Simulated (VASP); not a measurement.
Here is a VASP 6.6.1 calculation.

Contents of INCAR:

```
  ALGO = Normal
  EDIFF = 1E-6
  ENCUT = 520
  GGA = PE
  ISIF = 2
  ISMEAR = 0
  LASPH = True
  LCHARG = False
  LREAL = False
  LWAVE = False
  NBANDS = 46
  NELM = 100
  PREC = Accurate
  SIGMA = 0.1
```

KPOINTS

```
k-points
0
Gamma
  4 4 4
```

The input POSCAR:

```
GaSb
1.0
   -4.2724097650      4.2724097650      4.2724097650
    4.2724097650     -4.2724097650      4.2724097650
    4.2724097650      4.2724097650     -4.2724097650
Ga Sb
4 4
Direct
    0.3121342454      0.3121342454      0.3121342454
    0.0000000000      0.0000000000      0.6878657546
    0.0000000000      0.6878657546      0.0000000000
    0.6878657546      0.0000000000      0.0000000000
    0.6719890866      0.6719890866      0.6719890866
    0.0000000000      0.0000000000      0.3280109134
    0.0000000000      0.3280109134      0.0000000000
    0.3280109134      0.0000000000      0.0000000000
```

Potentials or basis: VASP PAW PBE potentials, release 64 (Ga_d, Sb).

The run is started by

```console
$ cat potpaw_PBE.64/Ga_d/POTCAR potpaw_PBE.64/Sb/POTCAR > POTCAR
$ mpirun -np 1 vasp_std > vasp.out
```

(1) Predict the pressure.

(2) What does it give for the largest force?

Results:

(1) 0.0 GPa.

(2) 0.006 eV/Å.
